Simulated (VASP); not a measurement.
Wanted: the native input for a VASP 6.6.1 run.

* Task: relaxation of cell and atoms
* Functional: PBE
* Potentials or basis: VASP PAW PBE potentials, release 64 (Si)
* Cutoff: 600 eV
* k mesh: 22 × 22 × 22
* Occupations: gaussian, width 0.1 eV
* Spin: no spin polarisation
* Dipole correction: no
* Further INCAR settings: ALGO = Normal; EDIFF = 1e-06; IBRION = 2; EDIFFG = -0.01; NSW = 100; ISIF = 3

The structure of Si lies in POSCAR:

```
Si
1.0
    1.5041706552     -2.0901520106      0.0000000000
    1.5041706552      2.0901520106      0.0000000000
    0.0000000000      0.0000000000      2.4692450153
Si
1
Direct
    0.5000000000      0.5000000000      0.5000000000
```

One way to write it, as run:

INCAR

```
SYSTEM = Si
ALGO = Normal
EDIFF = 1E-6
EDIFFG = -0.01
ENCUT = 600
GGA = PE
IBRION = 2
ISIF = 3
ISMEAR = 0
LASPH = .True.
LCHARG = .False.
LREAL = .False.
LWAVE = .False.
NELM = 100
NSW = 100
PREC = Accurate
SIGMA = 0.1
```

KPOINTS

```
k-points
0
Gamma
  22 22 22
  0 0 0
```

Potentials or basis: VASP PAW PBE potentials, release 64 (Si).

The run is started by

```console
$ cat potpaw_PBE.64/Si/POTCAR > POTCAR
$ mpirun -np 1 vasp_std > vasp.out
```

Results of the run:

```
Relaxed volume                         : 15.09 Å³/atom
Relaxed cell                           : a = 2.651 Å, b = 2.651 Å, c = 2.480 Å, α = 90.00°, β = 90.00°, γ = 120.02°
Space group after relaxing (to 0.05 Å) : P6/mmm (No. 191)
Energy gained by relaxing              : 38.9 meV/atom
Ionic steps                            : 18
Pressure after relaxing                : 0.0 GPa
Band gap on the k mesh                 : zero (band 2 reaches 16.86 eV, above the bottom of band 3 at 5.28 eV)
```

It took 7.2 min on 1 thread of Intel(R) Xeon(R) Platinum 8488C (Sapphire Rapids), with other jobs on the host, peak memory 0.28 GiB.
